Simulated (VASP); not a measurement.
# AgCl (Fm-3m) in VASP: notebook

The runs below take AgCl through electric field gradients, with r2SCAN, PBE.

Program: VASP 6.6.1. These are calculated values, not measurements. Logs are shortened: lines on timing, memory, paths and dates and some standing lists are left out, and cuts for length are marked.

### Step 1. The cell of the first run

It takes space group Fm-3m (No. 225, cubic). Conventional cell: a = 5.470 Å, b = 5.470 Å, c = 5.470 Å, α = 90.00°, β = 90.00°, γ = 90.00°. Within 3.6 Å of Ag (site symmetry m-3m) lie 6 Cl at 2.73 Å. Within 3.6 Å of Cl (site symmetry m-3m) lie 6 Ag at 2.73 Å.

### Step 2. Electric field gradients, r2SCAN

File POSCAR:

```
AgCl
1.0
    0.0000000000      2.7350000000      2.7350000000
    2.7350000000      0.0000000000      2.7350000000
    2.7350000000      2.7350000000      0.0000000000
Ag Cl
1 1
Direct
    0.0000000000      0.0000000000      0.0000000000
    0.5000000000      0.5000000000      0.5000000000
```

File INCAR.step1:

```
PREC = Accurate
ENCUT = 520
ISMEAR = -1
SIGMA = 0.01
LREAL = F
LASPH = T
NELM = 100
NBANDS = 16
GGA = PE
ALGO = Normal
EDIFF = 1E-4
LWAVE = T
LCHARG = F
```

File INCAR.step2:

```
PREC = Accurate
ENCUT = 520
EDIFF = 1E-8
ISMEAR = -1
SIGMA = 0.01
LREAL = F
LASPH = T
NELM = 100
ALGO = Normal
ISIF = 2
LWAVE = F
LCHARG = F
METAGGA = R2SCAN
LMIXTAU = T
LEFG = T
NBANDS = 16
ISTART = 1
```

File KPOINTS:

```
regular mesh
0
Gamma
  9 9 9
```

Potentials or basis: VASP PAW PBE potentials, release 64 (Ag, Cl).

On the command line:

```console
> cat potpaw_PBE.64/Ag/POTCAR potpaw_PBE.64/Cl/POTCAR > POTCAR
> cp INCAR.step1 INCAR
> mpirun -np 1 vasp_std > vasp.out
> cp INCAR.step2 INCAR
> mpirun -np 1 vasp_std > vasp.out
```

OUTCAR:

```text
PREC = Accurate
   ENCUT = 520
   EDIFF = 1E-8
   ISMEAR = -1
   LREAL = F
   LASPH = T
   NELM = 100
   ISIF = 2
   METAGGA = R2SCAN
   ISTART = 1

 ion  position               nearest neighbor table
   1  0.000  0.000  0.000-   2 2.73   2 2.73   2 2.73   2 2.73   2 2.73   2 2.73
   2  0.500  0.500  0.500-   1 2.73   1 2.73   1 2.73   1 2.73   1 2.73   1 2.73

  LATTYP: Found a face centered cubic cell.
 ALAT       =     5.4700000000

  Lattice vectors:

 A1 = (   0.0000000000,   2.7350000000,   2.7350000000)
 A2 = (   2.7350000000,   0.0000000000,   2.7350000000)
 A3 = (   2.7350000000,   2.7350000000,   0.0000000000)

Analysis of symmetry for initial positions (statically):
=====================================================================
 Subroutine PRICEL returns:
 Original cell was already a primitive cell.

 Routine SETGRP: Setting up the symmetry group for a
 face centered cubic supercell.

 Subroutine GETGRP returns: Found 48 space group operations
 (whereof 48 operations were pure point group operations)
 out of a pool of 48 trial point group operations.

The static configuration has the point symmetry O_h .

Analysis of symmetry for dynamics (positions and initial velocities):
=====================================================================
 Subroutine PRICEL returns:
 Original cell was already a primitive cell.

 Routine SETGRP: Setting up the symmetry group for a
 face centered cubic supercell.

 Subroutine GETGRP returns: Found 48 space group operations
 (whereof 48 operations were pure point group operations)
 out of a pool of 48 trial point group operations.

The dynamic configuration has the point symmetry O_h .

 Subroutine INISYM returns: Found 48 space group operations
 (whereof 48 operations are pure point group operations),
 and found     1 'primitive' translations

----------------------------------------------------------------------------------------

                                     Primitive cell

  volume of cell :      40.9168

  direct lattice vectors                    reciprocal lattice vectors
     0.000000000  2.735000000  2.735000000    -0.182815356  0.182815356  0.182815356
     2.735000000  0.000000000  2.735000000     0.182815356 -0.182815356  0.182815356
     2.735000000  2.735000000  0.000000000     0.182815356  0.182815356 -0.182815356

  length of vectors
     3.867874093  3.867874093  3.867874093     0.316645486  0.316645486  0.316645486

  position of ions in fractional coordinates (direct lattice)
     0.000000000  0.000000000  0.000000000
     0.500000000  0.500000000  0.500000000

  ion indices of the primitive-cell ions
   primitive index   ion index
                 1           1
                 2           2

----------------------------------------------------------------------------------------

 KPOINTS: regular mesh

Automatic generation of k-mesh.
 Grid dimensions read from file:
 generate k-points for:    9    9    9

 Generating k-lattice:

  Cartesian coordinates                     Fractional coordinates (reciprocal lattice)
    -0.020312817  0.020312817  0.020312817     0.111111111  0.000000000  0.000000000
     0.020312817 -0.020312817  0.020312817     0.000000000  0.111111111  0.000000000
     0.020312817  0.020312817 -0.020312817     0.000000000  0.000000000  0.111111111

  Length of vectors
     0.035182832  0.035182832  0.035182832

  Shift w.r.t. Gamma in fractional coordinates (k-lattice)
     0.000000000  0.000000000  0.000000000

 Subroutine IBZKPT returns following result:
 ===========================================

 Found     35 irreducible k-points:

 Following reciprocal coordinates:
            Coordinates               Weight
  0.000000  0.000000  0.000000      1.000000
  0.111111  0.000000  0.000000      8.000000
  0.222222  0.000000  0.000000      8.000000
  0.333333  0.000000  0.000000      8.000000
  0.444444  0.000000  0.000000      8.000000
  0.111111  0.111111  0.000000      6.000000
[... 16 lines left out ...]
 -0.333333  0.333333  0.000000     12.000000
  0.444444  0.444444  0.000000      6.000000
 [... further k-points ...]
   k-points           NKPTS =     35   k-points in BZ     NKDIM =     35   number of bands    NBANDS=     16
   number of dos      NEDOS =    301   number of ions     NIONS =      2
   total plane-waves  NPLWV =  27000
   dimension x,y,z NGX =    30 NGY =   30 NGZ =   30
   dimension x,y,z NGXF=    60 NGYF=   60 NGZF=   60
   ions per type =               1   1
   NGX,Y,Z   is equivalent  to a cutoff of  12.89, 12.89, 12.89 a.u.
   NGXF,Y,Z  is equivalent  to a cutoff of  25.79, 25.79, 25.79 a.u.
 SYSTEM =  unknown system
   PREC   = accura    normal or accurate (medium, high low for compatibility)
   ISTART =      1    job   : 0-new  1-cont  2-samecut
   ICHARG =      0    charge: 1-file 2-atom 10-const
   ISPIN  =      1    spin polarized calculation?
   LNONCOLLINEAR =      F non collinear calculations
   LSORBIT =      F    spin-orbit coupling
   LASPH  =      T    aspherical Exc in radial PAW
   ENCUT  =  520.0 eV  38.22 Ry    6.18 a.u.   7.19  7.19  7.19*2*pi/ulx,y,z
   NELM   =    100;   NELMIN=  2; NELMDL=  0     # of ELM steps
   EDIFF  = 0.1E-07   stopping-criterion for ELM
   LREAL  =      F    real-space projection
   EDIFFG = 0.1E-06   stopping-criterion for IOM
   NSW    =      0    number of steps for IOM
   IBRION =     -1    ionic relax: 0-MD 1-quasi-New 2-CG
   NFREE  =      0    steps in history (QN), initial steepest desc. (CG)
   ISIF   =      2    stress and relaxation
   ISYM   =      2    0-nonsym 1-usesym 2-fastsym
   POTIM  = 0.5000    time-step for ionic-motion
   TEBEG  =    0.0;   TEEND  =   0.0 temperature during run
   PSTRESS=    0.0 pullay stress
   NELECT =      18.0000    total number of electrons
   NUPDOWN=      -1.0000    fix difference up-down
   EMIN   =  10.00;   EMAX   =-10.00  energy-range for DOS
   EFERMI =   0.00;   METHOD = LEGACY
   ISMEAR =    -1;   SIGMA  =   0.01  broadening in eV -4-tet -1-fermi 0-gaus
   EFERMI_NEDOS =   21; number of points for ismear=-14 and -15
   IALGO  =     38    algorithm
   IMIX   =      4    mixing-type and parameters
     AMIX     =   0.40;   BMIX     =  1.00
     AMIX_MAG =   1.60;   BMIX_MAG =  1.00
  volume/ion in A,a.u.               =      20.46       138.06
  Fermi-wavevector in a.u.,A,eV,Ry     =   1.245083  2.352866 21.092186  1.550232
  Thomas-Fermi vector in A             =   2.379321
   LORBIT       =      0    0 simple, 1 ext, 2 COOP (PROOUT), +10 PAW based schemes
   METAGGA = R2SCAN    functional components
   LHFCALC =     F    Hartree Fock is set to
   AEXX    =    0.0000 exact exchange contribution
   IVDW    =     0    specifies the selected vdW correction
   LEPSILON=     F    determine dielectric tensor
   LRPA    =     F    only Hartree local field effects (RPA)
 non-spin polarized calculation
  energy-cutoff  :      520.00
  volume of cell :       40.92
 maximum number of plane-waves:      1118
 NGX is ok and might be reduce to    30

 number of electron      18.0000002 magnetization

 Free energy of the ion-electron system (eV)
  ---------------------------------------------------
  ext. energy  EPLUGINS =         0.00000000
  ---------------------------------------------------
  free energy    TOTEN  =       -28.63133902 eV

  energy without entropy =      -28.63133902  energy(sigma->0) =      -28.63133902

 E-fermi :   4.3331     XC(G=0): -10.7405

 val. band max:        4.0329423793   @ k =   0.4444   0.0000   0.0000
 cond. band min:       5.5081843200   @ k =   0.0000   0.0000   0.0000
 fundamental gap:      1.4752419407
 Fermi energy:         4.3330945772

 k-point     1 :       0.0000    0.0000    0.0000
  band No.  band energies     occupation
      1     -12.0257      2.00000
      2       1.4551      2.00000
      3       1.4551      2.00000
      4       1.4551      2.00000
      5       1.4722      2.00000
      6       1.4723      2.00000
[... 8 lines left out ...]
     15      18.5570      0.00000
     16      18.5570      0.00000

 k-point     2 :       0.1111    0.0000    0.0000
  band No.  band energies     occupation
      1     -11.9726      2.00000
      2       0.7436      2.00000
      3       0.7696      2.00000
      4       0.7696      2.00000
      5       1.5211      2.00000
      6       1.5211      2.00000
[... 8 lines left out ...]
     15      16.9861      0.00000
     16      17.5091      0.00000
[... 387 lines left out ...]
      5       1.7545      2.00000
      6       1.8896      2.00000
[... 8 lines left out ...]
     15      17.7251      0.00000
     16      21.3794      0.00000

 k-point    24 :       0.4444    0.4444    0.0000
  band No.  band energies     occupation
      1     -11.5328      2.00000
      2      -0.7487      2.00000
      3       0.6586      2.00000
      4       0.6586      2.00000
      5       1.1239      2.00000
      6       1.7221      2.00000
[... 8 lines left out ...]
     15      20.1907      0.00000
     16      20.1907      0.00000

 [... further k-points ...]
[... 5 lines left out ...]
  --------------------------------------------------------------------------------------
  -------------------------------------------------------------------------------------
  Total        0.5678457      0.5678457      0.5678457      0.0000000      0.0000000     -0.0000000
  in kB       22.2350938     22.2350938     22.2350938      0.0000000      0.0000000     -0.0000000
  external PRESSURE =      22.2350938 kB  Pullay stress =       0.0000000 kB

 VOLUME and BASIS-vectors are now :
 -----------------------------------------------------------------------------
  energy-cutoff  :      520.00
  volume of cell :       40.92
      direct lattice vectors                 reciprocal lattice vectors
     0.000000000  2.735000000  2.735000000    -0.182815356  0.182815356  0.182815356
     2.735000000  0.000000000  2.735000000     0.182815356 -0.182815356  0.182815356
     2.735000000  2.735000000  0.000000000     0.182815356  0.182815356 -0.182815356

 POSITION                                       TOTAL-FORCE (eV/Angst)
 -----------------------------------------------------------------------------------
      0.00000      0.00000      0.00000         0.000000     -0.000000     -0.000000
      2.73500      2.73500      2.73500        -0.000000      0.000000      0.000000
 -----------------------------------------------------------------------------------
    total drift:                               -0.000000      0.000000      0.000000

  FREE ENERGIE OF THE ION-ELECTRON SYSTEM (eV)
  ---------------------------------------------------
  free  energy   TOTEN  =       -28.6313390238 eV

  energy  without entropy=      -28.6313390238  energy(sigma->0) =      -28.63133902

 Electric field gradients (V/A^2)
---------------------------------------------------------------------
 ion       V_xx      V_yy      V_zz      V_xy      V_xz      V_yz
---------------------------------------------------------------------
   1      -0.000    -0.000    -0.000    -0.001    -0.001    -0.001
   2       0.000     0.000    -0.000    -0.001    -0.001    -0.001
---------------------------------------------------------------------

 Electric field gradients after diagonalization (V/A^2)
 (convention: |V_zz| > |V_xx| > |V_yy|)
----------------------------------------------------------------------
 ion       V_xx      V_yy      V_zz     asymmetry (V_yy - V_xx)/ V_zz
----------------------------------------------------------------------
   1       0.001     0.001    -0.002       0.000
   2       0.001     0.001    -0.001       0.000
----------------------------------------------------------------------

           NMR quadrupolar parameters

 Cq : quadrupolar parameter    Cq=e*Q*V_zz/h
 eta: asymmetry parameters     (V_yy - V_xx)/ V_zz
 Q  : nuclear electric quadrupole moment in mb (millibarn)
----------------------------------------------------------------------
 ion       Cq(MHz)       eta       Q (mb)
----------------------------------------------------------------------
   1      -0.000       0.000       1.000
   2      -0.000       0.000       1.000
----------------------------------------------------------------------
```

Run time: 2.1 min. Hardware: 1 thread of Intel Xeon Platinum 8259CL at 2.50GHz (Skylake/Cascade Lake), shared host; peak memory 0.18 GiB.

Results:

```
Free energy                             : -28.6313 eV
Pressure                                : 2.2 GPa
Band gap on the k mesh                  : 1.48 eV (least direct gap 3.82 eV)
Largest electric field gradient by atom : under 0.05 V/Å² on every atom
```

Caveat: the PAW data sets were made with another functional, which shifts forces and pressure a little; an odd mesh through Γ misses points on the zone boundary, where band edges can lie.

### Step 3. Electric field gradients, PBE

This run uses another cell than the first one: it holds 16 atoms, not 2.

File INCAR:

```
SYSTEM = AgCl
PREC = Accurate ; ENCUT = 520
EDIFF = 1E-8 ; ISMEAR = 0
SIGMA = 0.01 ; LREAL = Auto
LASPH = .True. ; NELM = 100
ALGO = Normal ; ISIF = 2
LWAVE = .False. ; LCHARG = .False.
GGA = PE ; LEFG = .True.
NBANDS = 86
```

File KPOINTS:

```
regular mesh
0
Gamma
  3 3 3
  0 0 0
```

File POSCAR:

```
AgCl
1.0
    0.0000000000      5.4700000000      5.4700000000
    5.4700000000      0.0000000000      5.4700000000
    5.4700000000      5.4700000000      0.0000000000
Ag Cl
8 8
Direct
    0.0000000000      0.0000000000      0.0000000000
    0.0000000000      0.0000000000      0.5000000000
    0.0000000000      0.5000000000      0.0000000000
    0.0000000000      0.5000000000      0.5000000000
    0.5000000000      0.0000000000      0.0000000000
    0.5000000000      0.0000000000      0.5000000000
    0.5000000000      0.5000000000      0.0000000000
    0.5000000000      0.5000000000      0.5000000000
    0.2500000000      0.2500000000      0.2500000000
    0.2500000000      0.2500000000      0.7500000000
    0.2500000000      0.7500000000      0.2500000000
    0.2500000000      0.7500000000      0.7500000000
    0.7500000000      0.2500000000      0.2500000000
    0.7500000000      0.2500000000      0.7500000000
    0.7500000000      0.7500000000      0.2500000000
    0.7500000000      0.7500000000      0.7500000000
```

Potentials or basis: VASP PAW PBE potentials, release 64 (Ag, Cl).

On the command line:

```console
> cat potpaw_PBE.64/Ag/POTCAR potpaw_PBE.64/Cl/POTCAR > POTCAR
> mpirun -np 1 vasp_std > vasp.out
```

OUTCAR:

```text
SYSTEM = AgCl
   PREC = Accurate
   ENCUT = 520
   EDIFF = 1E-8
   ISMEAR = 0
   LREAL = Auto
   LASPH = .True.
   NELM = 100
   ISIF = 2
   GGA = PE

 ion  position               nearest neighbor table
   1  0.000  0.000  0.000-  10 2.73  11 2.73  12 2.73  13 2.73  14 2.73  15 2.73
   2  0.000  0.000  0.500-   9 2.73  11 2.73  12 2.73  13 2.73  14 2.73  16 2.73
   3  0.000  0.500  0.000-   9 2.73  10 2.73  12 2.73  13 2.73  15 2.73  16 2.73
   4  0.000  0.500  0.500-   9 2.73  10 2.73  11 2.73  14 2.73  15 2.73  16 2.73
   5  0.500  0.000  0.000-   9 2.73  10 2.73  11 2.73  14 2.73  15 2.73  16 2.73
   6  0.500  0.000  0.500-   9 2.73  10 2.73  12 2.73  13 2.73  15 2.73  16 2.73
[... 8 lines left out ...]
  15  0.750  0.750  0.250-   1 2.73   3 2.73   4 2.73   5 2.73   6 2.73   8 2.73
  16  0.750  0.750  0.750-   2 2.73   3 2.73   4 2.73   5 2.73   6 2.73   7 2.73
[... 607 lines left out ...]

 Electric field gradients after diagonalization (V/A^2)
 (convention: |V_zz| > |V_xx| > |V_yy|)
----------------------------------------------------------------------
 ion       V_xx      V_yy      V_zz     asymmetry (V_yy - V_xx)/ V_zz
----------------------------------------------------------------------
   1       0.001     0.001    -0.002       0.000
   2       0.001     0.001    -0.002       0.000
   3       0.001     0.001    -0.002       0.000
   4       0.001     0.001    -0.002       0.000
   5       0.001     0.001    -0.002       0.000
   6       0.001     0.001    -0.002       0.000
[... 8 lines left out ...]
  15       0.001     0.001    -0.001       0.000
  16       0.001     0.001    -0.001       0.000
----------------------------------------------------------------------

           NMR quadrupolar parameters

 Cq : quadrupolar parameter    Cq=e*Q*V_zz/h
 eta: asymmetry parameters     (V_yy - V_xx)/ V_zz
 Q  : nuclear electric quadrupole moment in mb (millibarn)
----------------------------------------------------------------------
 ion       Cq(MHz)       eta       Q (mb)
----------------------------------------------------------------------
   1      -0.000       0.000       1.000
   2      -0.000       0.000       1.000
   3      -0.000       0.000       1.000
   4      -0.000       0.000       1.000
   5      -0.000       0.000       1.000
   6      -0.000       0.000       1.000
[... 8 lines left out ...]
  15      -0.000       0.000       1.000
  16      -0.000       0.000       1.000
----------------------------------------------------------------------
```

OSZICAR:

```text
N       E                     dE             d eps       ncg     rms          rms(c)
DAV:   1     0.107412073112E+04    0.10741E+04   -0.69939E+04   688   0.156E+03
DAV:   2     0.371083706266E+02   -0.10370E+04   -0.99553E+03   768   0.345E+02
DAV:   3    -0.425335025919E+02   -0.79642E+02   -0.78646E+02   786   0.912E+01
DAV:   4    -0.443019187050E+02   -0.17684E+01   -0.17618E+01   760   0.154E+01
DAV:   5    -0.443372864281E+02   -0.35368E-01   -0.35353E-01   770   0.215E+00    0.196E+01
DAV:   6    -0.429497178312E+02    0.13876E+01   -0.37655E+00   808   0.952E+00    0.129E+01
DAV:   7    -0.429430894406E+02    0.66284E-02   -0.14009E+00   738   0.368E+00    0.438E+00
DAV:   8    -0.429228501120E+02    0.20239E-01   -0.91247E-02   776   0.124E+00    0.792E-01
DAV:   9    -0.429237116058E+02   -0.86149E-03   -0.14946E-02   746   0.547E-01    0.136E-01
DAV:  10    -0.429240092356E+02   -0.29763E-03   -0.47949E-04   752   0.848E-02    0.704E-02
DAV:  11    -0.429241869042E+02   -0.17767E-03   -0.14680E-04   724   0.429E-02    0.160E-02
DAV:  12    -0.429242014604E+02   -0.14556E-04   -0.14964E-05   744   0.124E-02    0.350E-03
DAV:  13    -0.429242019656E+02   -0.50511E-06   -0.17774E-06   776   0.627E-03    0.212E-03
DAV:  14    -0.429242020380E+02   -0.72474E-07   -0.38543E-07   744   0.282E-03    0.118E-03
DAV:  15    -0.429242020525E+02   -0.14446E-07   -0.19889E-08   488   0.828E-04    0.205E-04
DAV:  16    -0.429242020352E+02    0.17282E-07   -0.55456E-09   424   0.281E-04    0.126E-04
DAV:  17    -0.429242020390E+02   -0.38472E-08   -0.14317E-09   416   0.227E-04
   1 F= -.42924202E+02 E0= -.42924202E+02  d E =-.182437E-12
```

stdout:

```text
POSCAR found type information on POSCAR AgCl
 POSCAR found :  2 types and      16 ions
 scaLAPACK will be used
 LDA part: xc-table for (Slater+PW92), standard interpolation
 POSCAR, INCAR and KPOINTS ok, starting setup
 FFT: planning ... GRIDC
 FFT: planning ... GRID_SOFT
 FFT: planning ... GRID
 WAVECAR not read
 entering main loop
ion   1

ion   2

ion   3

ion   4

ion   5

ion   6

ion   7

ion   8

ion   9

ion  10

ion  11

ion  12

ion  13

ion  14

ion  15

ion  16
```

Wall time 4.2 min (1 thread of Intel Xeon Platinum 8259CL at 2.50GHz (Skylake/Cascade Lake), shared host); peak memory 0.5 GiB.

What came out:

```yaml
Free_energy: -42.9242 eV
Pressure: 3.8 GPa
Band_gap_on_the_k_mesh: 0.90 eV
Largest_electric_field_gradient_by_atom: under 0.05 V/Å² on every atom
```

Caveat: the cell stands under pressure.
